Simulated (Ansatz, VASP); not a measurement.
HfB2: VASP beside Ansatz

```xyz
6
Lattice="4.9733 0.0000 0.0000 0.0000 4.9733 0.0000 0.0000 0.0000 4.1261" Properties=species:S:1:pos:R:3 pbc="T T T"
Hf    2.4866    2.4866    2.0631
Hf    0.0000    0.0000    0.0000
B     0.8528    0.8528    2.0631
B     4.1205    4.1205    2.0631
B     4.1205    0.8528    2.0631
B     0.8528    4.1205    2.0631
```

Alike in both runs: functional PBE; k mesh 4 × 4 × 4; occupations gaussian, width 0.1 eV; no spin polarisation.

Ansatz relaxed the structure, and its values are those at the end. VASP's run is a single point on that final structure, the one shown.

|  | VASP | Ansatz |
| --- | --- | --- |
| version | VASP 6.6.1 | Ansatz 0.2.0 |
| potentials or method | VASP PAW PBE potentials, release 64 (Hf_pv, B), cutoff 520 eV | scalar-relativistic, plane waves, PAW |
| valence electrons in the cell | 32 | 64 |

```csv
,VASP,Ansatz,Ansatz less VASP
gap on the k mesh at the Fermi level (eV),none,none,-
pressure (GPa),0.0,0.0,+0.07
rms of the force components (eV/Å),0.003,0.001,-0.0023
```

A gap of «none» marks a metal or a gap that the smearing closes. VASP's potentials hold 32 valence electrons a cell and Ansatz's 64, so a difference there can come from the potentials and not from the codes.

The k mesh is coarse, so the values compare programs but aren't converged. Spin-orbit coupling is off throughout.
